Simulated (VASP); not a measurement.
Write the native input for VASP 6.6.1 that does the following.

| Item | Value |
| --- | --- |
| Task | single point |
| Functional | revPBE |
| Potentials or basis | VASP PAW PBE potentials, release 64 (Ru_pv) |
| Cutoff | 520 eV |
| k mesh | 14 × 14 × 10 |
| Occupations | fermi-dirac, width 0.1 eV |
| Spin | no spin polarisation |
| Dipole correction | no |
| Further INCAR settings | ALGO = Normal; EDIFF = 1e-06; NBANDS = 21; ISYM = 0 |

The structure of Ru lies in POSCAR:

```
Ru
1.0
   -3.0472354942      2.6330150784      1.3384134387
    2.6330150784     -3.0472354942      1.3384134387
    2.2903881176      2.2903881176     -2.0970588888
Ru
2
Direct
    0.9806103508      0.0193896492      0.0000000000
    0.7693896492      0.2306103508      0.5000000000
```

These files were run (other wordings do the same):

INCAR

```
SYSTEM = Ru
  PREC = Accurate
  ENCUT = 520
  EDIFF = 1E-6
  ISMEAR = -1
  SIGMA = 0.1
  LREAL = .FALSE.
  LASPH = .TRUE.
  NELM = 60
  ALGO = Normal
  ISIF = 2
  LWAVE = .FALSE.
  LCHARG = .TRUE.
  GGA = RE
  LELF = .TRUE.
  LVHAR = .TRUE.
  NBANDS = 21
  ISYM = 0
```

KPOINTS

```
Automatic mesh
0
G
  14 14 10
  0 0 0
```

Potentials or basis: VASP PAW PBE potentials, release 64 (Ru_pv).

Launch:

```console
$ cat potpaw_PBE.64/Ru_pv/POTCAR > POTCAR
$ mpirun -np 1 vasp_std > vasp.out
```

Results of the run:

```
Pressure               : 0.0 GPa
Largest force          : 0.019 eV/Å
Band gap on the k mesh : zero (bands 14 and 15 overlap by 2.40 eV)
```

Caveat: the PAW data sets were made with another functional, which shifts forces and pressure a little.

It took 7.2 min on 1 thread of AMD EPYC 9R45 96-Core Processor (Zen 5), on a shared host, peak memory 0.55 GiB.
